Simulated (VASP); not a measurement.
# InH2F3 (R-3m) in VASP: a series of runs

The runs below take InH2F3 through single point, relaxation of cell and atoms, with PBE.

Program: VASP 6.6.1. These are calculated values, not measurements. Logs are shortened: lines on timing, memory, paths and dates and some standing lists are left out, and cuts for length are marked.

**1. The cell of the first run**

It takes space group R-3m (No. 166, trigonal). The conventional cell has a = 5.927 Å, b = 5.927 Å, c = 7.358 Å, α = 90.00°, β = 90.00°, γ = 120.00°. In (site symmetry -3m) has 6 F at 2.10 Å within 2.8 Å. H (site symmetry 3m) has 1 H at 0.75 Å within 1.0 Å. F (site symmetry 2/m) has 2 In at 2.10 Å and 2 H at 2.69 Å within 2.8 Å.

**2. Single point, PBE**

Contents of INCAR:

```
PREC = Accurate
ENCUT = 520
EDIFF = 1E-6
ISMEAR = 0
SIGMA = 0.01
LREAL = F
LASPH = T
NELM = 100
ALGO = Normal
ISIF = 2
LWAVE = F
LCHARG = F
GGA = PE
NBANDS = 27
```

Contents of KPOINTS:

```
Automatic mesh
0
Gamma
  6 6 6
```

Contents of POSCAR:

```
InH2F3
1.0
    2.9633248401      1.7108763941      2.4526828413
   -2.9633248401      1.7108763941      2.4526828413
    0.0000000000     -3.4217527882      2.4526828412
In H F
1 2 3
Direct
    0.5000000000      0.5000000000      0.5000000000
    0.0507684906      0.0507684906      0.0507684906
    0.9492315094      0.9492315094      0.9492315094
    0.5000000000      0.0000000000      0.5000000000
    0.0000000000      0.5000000000      0.5000000000
    0.5000000000      0.5000000000      0.0000000000
```

Potentials or basis: VASP PAW PBE potentials, release 64 (In_d, H, F).

Command:

```sh
$ cat potpaw_PBE.64/In_d/POTCAR potpaw_PBE.64/H/POTCAR potpaw_PBE.64/F/POTCAR > POTCAR
$ mpirun -np 1 vasp_std > vasp.out
```

OUTCAR:

```text
PREC = Accurate
   ENCUT = 520
   EDIFF = 1E-6
   ISMEAR = 0
   LREAL = F
   LASPH = T
   NELM = 100
   ISIF = 2
   GGA = PE

 ion  position               nearest neighbor table
   1  0.500  0.500  0.500-   6 2.10   6 2.10   4 2.10   5 2.10   4 2.10   5 2.10
   2  0.051  0.051  0.051-   3 0.75
   3  0.949  0.949  0.949-   2 0.75
   4  0.500  0.000  0.500-   1 2.10   1 2.10
   5  0.000  0.500  0.500-   1 2.10   1 2.10
   6  0.500  0.500  0.000-   1 2.10   1 2.10

  LATTYP: Found a trigonal (rhomboedric) cell.
 ALAT       =     4.2099934993
 COS(alpha) =     0.0091094920

  Lattice vectors:

 A1 = (   2.9633248401,   1.7108763941,   2.4526828413)
 A2 = (  -2.9633248401,   1.7108763941,   2.4526828413)
 A3 = (   0.0000000000,  -3.4217527882,   2.4526828412)

Analysis of symmetry for initial positions (statically):
=====================================================================
 Subroutine PRICEL returns:
 Original cell was already a primitive cell.

 Routine SETGRP: Setting up the symmetry group for a
 trigonal (rhombohedral) supercell.

 Subroutine GETGRP returns: Found 12 space group operations
 (whereof 12 operations were pure point group operations)
 out of a pool of 12 trial point group operations.

The static configuration has the point symmetry D_3d.

Analysis of symmetry for dynamics (positions and initial velocities):
=====================================================================
 Subroutine PRICEL returns:
 Original cell was already a primitive cell.

 Routine SETGRP: Setting up the symmetry group for a
 trigonal (rhombohedral) supercell.

 Subroutine GETGRP returns: Found 12 space group operations
 (whereof 12 operations were pure point group operations)
 out of a pool of 12 trial point group operations.

The dynamic configuration has the point symmetry D_3d.

 Subroutine INISYM returns: Found 12 space group operations
 (whereof 12 operations are pure point group operations),
 and found     1 'primitive' translations

----------------------------------------------------------------------------------------

                                     Primitive cell

  volume of cell :      74.6089

  direct lattice vectors                    reciprocal lattice vectors
     2.963324840  1.710876394  2.452682841     0.168729392  0.097415960  0.135905600
    -2.963324840  1.710876394  2.452682841    -0.168729392  0.097415960  0.135905600
     0.000000000 -3.421752788  2.452682841     0.000000000 -0.194831920  0.135905600

  length of vectors
     4.209993499  4.209993499  4.209993499     0.237549593  0.237549593  0.237549593

  position of ions in fractional coordinates (direct lattice)
     0.500000000  0.500000000  0.500000000
     0.050768491  0.050768491  0.050768491
     0.949231509  0.949231509  0.949231509
     0.500000000  1.000000000  0.500000000
     1.000000000  0.500000000  0.500000000
     0.500000000  0.500000000  1.000000000

  ion indices of the primitive-cell ions
   primitive index   ion index
                 1           1
                 2           2
                 3           3
                 4           4
                 5           5
                 6           6

----------------------------------------------------------------------------------------

 KPOINTS: Automatic mesh

Automatic generation of k-mesh.
 Grid dimensions read from file:
 generate k-points for:    6    6    6

 Generating k-lattice:

  Cartesian coordinates                     Fractional coordinates (reciprocal lattice)
     0.028121565  0.016235993  0.022650933     0.166666667 -0.000000000 -0.000000000
    -0.028121565  0.016235993  0.022650933    -0.000000000  0.166666667 -0.000000000
     0.000000000 -0.032471987  0.022650933    -0.000000000 -0.000000000  0.166666667

  Length of vectors
     0.039591599  0.039591599  0.039591599

  Shift w.r.t. Gamma in fractional coordinates (k-lattice)
     0.000000000  0.000000000  0.000000000

 Subroutine IBZKPT returns following result:
 ===========================================

 Found     32 irreducible k-points:

 Following reciprocal coordinates:
            Coordinates               Weight
  0.000000  0.000000  0.000000      1.000000
  0.166667 -0.000000  0.000000      6.000000
  0.333333  0.000000  0.000000      6.000000
  0.500000 -0.000000  0.000000      3.000000
  0.166667  0.166667  0.000000      6.000000
  0.333333  0.166667  0.000000     12.000000
[... 16 lines left out ...]
  0.500000  0.500000  0.166667      6.000000
 -0.333333  0.500000  0.166667     12.000000
 [... further k-points ...]
   k-points           NKPTS =     32   k-points in BZ     NKDIM =     32   number of bands    NBANDS=     27
   number of dos      NEDOS =    301   number of ions     NIONS =      6
   total plane-waves  NPLWV =  32768
   dimension x,y,z NGX =    32 NGY =   32 NGZ =   32
   dimension x,y,z NGXF=    64 NGYF=   64 NGZF=   64
   ions per type =               1   2   3
   NGX,Y,Z   is equivalent  to a cutoff of  12.64, 12.64, 12.64 a.u.
   NGXF,Y,Z  is equivalent  to a cutoff of  25.27, 25.27, 25.27 a.u.
 SYSTEM =  unknown system
   PREC   = accura    normal or accurate (medium, high low for compatibility)
   ISTART =      0    job   : 0-new  1-cont  2-samecut
   ICHARG =      2    charge: 1-file 2-atom 10-const
   ISPIN  =      1    spin polarized calculation?
   LNONCOLLINEAR =      F non collinear calculations
   LSORBIT =      F    spin-orbit coupling
   LASPH  =      T    aspherical Exc in radial PAW
   ENCUT  =  520.0 eV  38.22 Ry    6.18 a.u.   7.83  7.83  7.83*2*pi/ulx,y,z
   NELM   =    100;   NELMIN=  2; NELMDL= -5     # of ELM steps
   EDIFF  = 0.1E-05   stopping-criterion for ELM
   LREAL  =      F    real-space projection
   EDIFFG = 0.1E-04   stopping-criterion for IOM
   NSW    =      0    number of steps for IOM
   IBRION =     -1    ionic relax: 0-MD 1-quasi-New 2-CG
   NFREE  =      0    steps in history (QN), initial steepest desc. (CG)
   ISIF   =      2    stress and relaxation
   ISYM   =      2    0-nonsym 1-usesym 2-fastsym
   POTIM  = 0.5000    time-step for ionic-motion
   TEBEG  =    0.0;   TEEND  =   0.0 temperature during run
   PSTRESS=    0.0 pullay stress
   NELECT =      36.0000    total number of electrons
   NUPDOWN=      -1.0000    fix difference up-down
   EMIN   =  10.00;   EMAX   =-10.00  energy-range for DOS
   EFERMI =   0.00;   METHOD = LEGACY
   ISMEAR =     0;   SIGMA  =   0.01  broadening in eV -4-tet -1-fermi 0-gaus
   EFERMI_NEDOS =   21; number of points for ismear=-14 and -15
   IALGO  =     38    algorithm
   IMIX   =      4    mixing-type and parameters
     AMIX     =   0.40;   BMIX     =  1.00
     AMIX_MAG =   1.60;   BMIX_MAG =  1.00
  volume/ion in A,a.u.               =      12.43        83.91
  Fermi-wavevector in a.u.,A,eV,Ry     =   1.284041  2.426485 22.432752  1.648761
  Thomas-Fermi vector in A             =   2.416258
   LORBIT       =      0    0 simple, 1 ext, 2 COOP (PROOUT), +10 PAW based schemes
   GGA     = PE    functional components
   LHFCALC =     F    Hartree Fock is set to
   AEXX    =    0.0000 exact exchange contribution
   IVDW    =     0    specifies the selected vdW correction
   LEPSILON=     F    determine dielectric tensor
   LRPA    =     F    only Hartree local field effects (RPA)
 non-spin polarized calculation
 Gauss-broadening in eV      SIGMA  =   0.01
  energy-cutoff  :      520.00
  volume of cell :       74.61
 maximum number of plane-waves:      2021
   NGX = 15   NGY = 15   NGZ = 15

 number of electron      35.9999983 magnetization

 Free energy of the ion-electron system (eV)
  ---------------------------------------------------
  ext. energy  EPLUGINS =         0.00000000
  ---------------------------------------------------
  free energy    TOTEN  =       -24.61338950 eV

  energy without entropy =      -24.61338950  energy(sigma->0) =      -24.61338950

 E-fermi :  -2.1363     XC(G=0):  -8.6852

 val. band max:       -2.2768662929   @ k =   0.5000   0.5000   0.5000
 cond. band min:       1.5288668946   @ k =   0.0000   0.0000   0.0000
 fundamental gap:      3.8057331876
 Fermi energy:        -2.1362780860

 k-point     1 :       0.0000    0.0000    0.0000
  band No.  band energies     occupation
      1     -22.4613      2.00000
      2     -22.1177      2.00000
      3     -22.1177      2.00000
      4     -13.0065      2.00000
      5     -13.0061      2.00000
      6     -13.0061      2.00000
[... 19 lines left out ...]
     26      13.8649      0.00000
     27      15.2404      0.00000

 k-point     2 :       0.1667   -0.0000    0.0000
  band No.  band energies     occupation
      1     -22.4272      2.00000
      2     -22.1172      2.00000
      3     -22.1012      2.00000
      4     -13.0176      2.00000
      5     -13.0173      2.00000
      6     -13.0060      2.00000
[... 19 lines left out ...]
     26      13.6149      0.00000
     27      14.0136      0.00000

 k-point     3 :       0.3333    0.0000    0.0000
  band No.  band energies     occupation
      1     -22.3673      2.00000
      2     -22.1159      2.00000
      3     -22.0560      2.00000
      4     -13.1170      2.00000
      5     -13.0396      2.00000
      6     -13.0393      2.00000
[... 19 lines left out ...]
     26      13.4827      0.00000
     27      14.6866      0.00000

 k-point     4 :       0.5000   -0.0000    0.0000
  band No.  band energies     occupation
      1     -22.3426      2.00000
      2     -22.1152      2.00000
      3     -22.0263      2.00000
      4     -13.3228      2.00000
      5     -13.0508      2.00000
      6     -13.0502      2.00000
[... 19 lines left out ...]
     26      13.8310      0.00000
     27      15.1540      0.00000
[... 516 lines left out ...]
      4     -13.1889      2.00000
      5     -13.0516      2.00000
      6     -13.0514      2.00000
[... 19 lines left out ...]
     26      13.7131      0.00000
     27      14.9059      0.00000

 k-point    23 :       0.5000    0.5000    0.1667
  band No.  band energies     occupation
      1     -22.1754      2.00000
      2     -22.0257      2.00000
      3     -22.0140      2.00000
      4     -13.5997      2.00000
      5     -13.1212      2.00000
      6     -13.0997      2.00000
[... 19 lines left out ...]
     26      13.5990      0.00000
     27      16.4283      0.00000

 k-point    24 :      -0.3333    0.5000    0.1667
  band No.  band energies     occupation
      1     -22.1955      2.00000
      2     -22.0557      2.00000
      3     -22.0201      2.00000
      4     -13.4953      2.00000
      5     -13.0880      2.00000
      6     -13.0626      2.00000
[... 19 lines left out ...]
     26      13.5996      0.00000
     27      16.0644      0.00000

 [... further k-points ...]
[... 5 lines left out ...]
  --------------------------------------------------------------------------------------
  -------------------------------------------------------------------------------------
  Total        0.0683740      0.0683740      0.0574478     -0.0000000      0.0000000      0.0000000
  in kB        1.4682883      1.4682883      1.2336539     -0.0000000      0.0000000      0.0000000
  external PRESSURE =       1.3900768 kB  Pullay stress =       0.0000000 kB

 VOLUME and BASIS-vectors are now :
 -----------------------------------------------------------------------------
  energy-cutoff  :      520.00
  volume of cell :       74.61
      direct lattice vectors                 reciprocal lattice vectors
     2.963324840  1.710876394  2.452682841     0.168729392  0.097415960  0.135905600
    -2.963324840  1.710876394  2.452682841    -0.168729392  0.097415960  0.135905600
     0.000000000 -3.421752788  2.452682841     0.000000000 -0.194831920  0.135905600

 POSITION                                       TOTAL-FORCE (eV/Angst)
 -----------------------------------------------------------------------------------
      0.00000      0.00000      3.67902        -0.000000     -0.000000     -0.000000
      0.00000      0.00000      0.37356        -0.000000      0.000000     -0.012522
      0.00000      0.00000      6.98449        -0.000000      0.000000      0.012522
      1.48166     -0.85544      2.45268        -0.000000     -0.000000     -0.000000
     -1.48166     -0.85544      2.45268        -0.000000     -0.000000     -0.000000
      0.00000      1.71088      2.45268         0.000000     -0.000000     -0.000000
 -----------------------------------------------------------------------------------
    total drift:                                0.000000      0.000000     -0.000000

  FREE ENERGIE OF THE ION-ELECTRON SYSTEM (eV)
  ---------------------------------------------------
  free  energy   TOTEN  =       -24.6133895047 eV

  energy  without entropy=      -24.6133895047  energy(sigma->0) =      -24.61338950
```

Wall time 44 s (1 thread of AMD EPYC 9755, shared host); peak memory 0.17 GiB.

What came out:

```
Free energy            : -24.6134 eV
Pressure               : 0.1 GPa
Largest force          : 0.013 eV/Å
Band gap on the k mesh : 3.81 eV (least direct gap 4.26 eV)
```

Forces on the atoms (eV/Å):
```
In   0.000  0.000  0.000
H    0.000  0.000 -0.013
H    0.000  0.000  0.013
F    0.000  0.000  0.000
F    0.000  0.000  0.000
F    0.000  0.000  0.000
```

Caveat: spin-orbit coupling is left out, which moves the levels of the heavy elements.

**3. Relaxation of cell and atoms, PBE**

Contents of INCAR:

```
SYSTEM = InH2F3
  PREC = Accurate
  ENCUT = 600
  EDIFF = 1E-6
  ISMEAR = 0
  SIGMA = 0.01
  LREAL = .FALSE.
  LASPH = .TRUE.
  NELM = 100
  ALGO = Normal
  ISIF = 3
  LWAVE = .FALSE.
  LCHARG = .FALSE.
  GGA = PE
  IBRION = 2
  NSW = 80
  EDIFFG = -0.001
```

Contents of KPOINTS:

```
Automatic mesh
0
G
  6 6 6
  0 0 0
```

Contents of POSCAR:

```
InH2F3
1.0
    2.9619526497      1.7100841596      2.4548278470
   -2.9619526497      1.7100841596      2.4548278470
    0.0000000000     -3.4201683193      2.4548278470
In H F
1 2 3
Direct
    0.5000000000      0.5000000000      0.5000000000
    0.0507254804      0.0507254804      0.0507254804
    0.9492745196      0.9492745196      0.9492745196
    0.5000000000      0.0000000000      0.5000000000
    0.0000000000      0.5000000000      0.5000000000
    0.5000000000      0.5000000000      0.0000000000
```

Potentials or basis: VASP PAW PBE potentials, release 64 (In_d, H, F).

Command:

```sh
$ cat potpaw_PBE.64/In_d/POTCAR potpaw_PBE.64/H/POTCAR potpaw_PBE.64/F/POTCAR > POTCAR
$ mpirun -np 1 vasp_std > vasp.out
```

Wall time 7.6 min (1 thread of AMD EPYC 9755, shared host); peak memory 0.22 GiB.

It converged, with:

```
Free energy                           : -24.6207 eV
Relaxed volume                        : 12.45 Å³/atom
Relaxed cell                          : a = 4.212 Å, b = 4.212 Å, c = 4.212 Å, α = 89.48°, β = 89.48°, γ = 89.48°
Space group after relaxing (to 0.1 Å) : R-3m (No. 166)
Energy gained by relaxing             : 0.0 meV/atom
Ionic steps                           : 16
Pressure after relaxing               : 0.0 GPa
Band gap on the k mesh                : 3.79 eV (least direct gap 4.24 eV)
```

Final structure:
```
CELL_PARAMETERS angstrom
2.96477 1.71171 2.45381
-2.96477 1.71171 2.45381
0.00000 -3.42343 2.45381
ATOMIC_POSITIONS crystal
In 0.50000 0.50000 0.50000
H 0.05071 0.05071 0.05071
H 0.94929 0.94929 0.94929
F 0.50000 0.00000 0.50000
F 0.00000 0.50000 0.50000
F 0.50000 0.50000 0.00000
```

Levels at points of the mesh, in eV from the valence-band top:
| k point | band 14 | band 15 | band 16 | band 17 | band 18 | band 19 | band 20 | band 21 | band 22 |
| --- | --- | --- | --- | --- | --- | --- | --- | --- | --- |
| (0.00, 0.00, 0.00) | -0.58 | -0.58 | -0.50 | -0.50 | -0.45 | 3.79 | 11.91 | 13.37 | 13.37 |
| (0.50, 0.00, 0.00) | -0.56 | -0.56 | -0.53 | -0.51 | -0.09 | 5.95 | 11.03 | 11.03 | 13.26 |
| (0.50, 0.50, 0.00) | -0.53 | -0.52 | -0.32 | -0.18 | -0.02 | 7.92 | 9.35 | 9.91 | 13.08 |
| (0.50, 0.50, 0.50) | -0.31 | -0.31 | -0.02 | -0.02 | 0.00 | 9.56 | 10.34 | 10.35 | 10.35 |

Caveat: spin-orbit coupling is left out, which moves the levels of the heavy elements. A k mesh can miss the band edges.
